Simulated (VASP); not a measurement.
Crystal: Lu2AlN3.

```
CELL_PARAMETERS angstrom
5.81354 0.00000 0.00000
-2.90677 5.03467 0.00000
0.00000 0.00000 3.89416
ATOMIC_POSITIONS crystal
Lu 0.33333 0.66667 0.50000
Lu 0.66667 0.33333 0.50000
Al 0.00000 0.00000 0.00000
N 0.33333 0.66667 0.00000
N 0.66667 0.33333 0.00000
N 0.00000 0.00000 0.50000
```

```yaml
Program: VASP 6.6.1
Task: relaxation of cell and atoms
Functional: PBE
Potentials_or_basis: VASP PAW PBE potentials, release 64 (Lu, Al, N)
Cutoff: 600 eV
k_mesh: 3 × 3 × 4
Occupations: gaussian, width 0.1 eV
Spin: no spin polarisation
```

At the start: pressure 1.9 GPa; volume 19.00 Å³/atom.

Where does the relaxation end?

Over 19 steps the energy falls by 128.9 meV/atom and the volume is 14.53 Å³/atom (-23.5 %); space group P6/mmm (No. 191, to 0.05 Å).

The path:
| step | energy change (eV) | largest force (eV/Å) | pressure (GPa) | volume (Å³) |
| --- | --- | --- | --- | --- |
| 1 | 0.0000 | 0.0000 | 1.85 | 113.98 |
| 2 | 0.0940 | 0.0000 | -8.04 | 117.38 |
| 3 | -0.0997 | 0.0000 | -2.93 | 115.24 |
| 4 | -0.0999 | 0.0000 | -2.78 | 115.19 |
| 5 | -0.1817 | 0.0000 | -2.24 | 110.96 |
| 6 | -0.4187 | 0.0000 | 0.32 | 98.72 |
| 7 | -0.2919 | 0.0000 | 17.90 | 76.28 |
| 8 | -0.5557 | 0.0000 | 4.36 | 91.05 |
| 9 | -0.5768 | 0.0000 | 5.64 | 88.31 |
| 10 | -0.5342 | 0.0000 | 10.62 | 82.19 |
| 11 | -0.5801 | 0.0000 | 6.51 | 87.12 |
| 12 | -0.5973 | 0.0000 | 6.62 | 86.57 |
| 13 | -0.6375 | 0.0000 | 7.01 | 84.93 |
| 14 | -0.6543 | 0.0000 | 7.92 | 81.67 |
| 15 | -0.6572 | 0.0000 | 7.62 | 82.51 |
| 16 | -0.6845 | 0.0000 | 6.52 | 83.04 |
| 17 | -0.7431 | 0.0000 | 3.92 | 84.62 |
| 18 | -0.7712 | 0.0000 | -1.12 | 87.85 |
| 19 | -0.7736 | 0.0000 | -0.17 | 87.18 |

Final structure:
```yaml
crystal:
  lattice:
    - [4.91123, 0.00000, 0.00000]
    - [-2.45562, 4.25325, 0.00000]
    - [0.00000, 0.00000, 4.17353]
  atoms:
    - { symbol: Lu, position: [0.33333, 0.66667, 0.50000] }
    - { symbol: Lu, position: [0.66667, 0.33333, 0.50000] }
    - { symbol: Al, position: [0.00000, 0.00000, 0.00000] }
    - { symbol: N, position: [0.33333, 0.66667, 0.00000] }
    - { symbol: N, position: [0.66667, 0.33333, 0.00000] }
    - { symbol: N, position: [0.00000, 0.00000, 0.50000] }
```

Caveat: the k points lie up to 0.49 Å⁻¹ apart in the final cell; the volume moved by over 15 % at a fixed basis, so the end points are rough.
